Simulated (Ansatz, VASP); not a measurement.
# One calculation of Sb, two programs

```
Sb
1.0
     3.35453    0.00000    0.00000
    -1.67727    2.90511    0.00000
     0.00000    0.00000    5.47016
Sb
2
Direct
  0.66667 0.33333 0.75000
  0.33333 0.66667 0.25000
```

Alike in both runs: task single point; functional PBE; k mesh 9 × 9 × 5; occupations gaussian, width 0.1 eV; no spin polarisation.

|  | VASP | Ansatz |
| --- | --- | --- |
| version | VASP 6.6.1 | Ansatz 0.2.0 |
| potentials or method | VASP PAW PBE potentials, release 64 (Sb), cutoff 520 eV | all-electron LAPW, scalar-relativistic |

Ansatz gave:

- gap on the k mesh at the Fermi level (eV): none
- pressure (GPa): 1.5
- traceless stress, the component that is largest in VASP (GPa): -0.13

Q: What did VASP give for the same quantities?

A: gap on the k mesh at the Fermi level (eV): none; pressure (GPa): 1.3; traceless stress, the component that is largest in VASP (GPa): -0.12.

A gap of «none» marks a metal or a gap that the smearing closes. Ansatz ran all-electron here, and VASP with PAW potentials.

Spin-orbit coupling is off throughout.
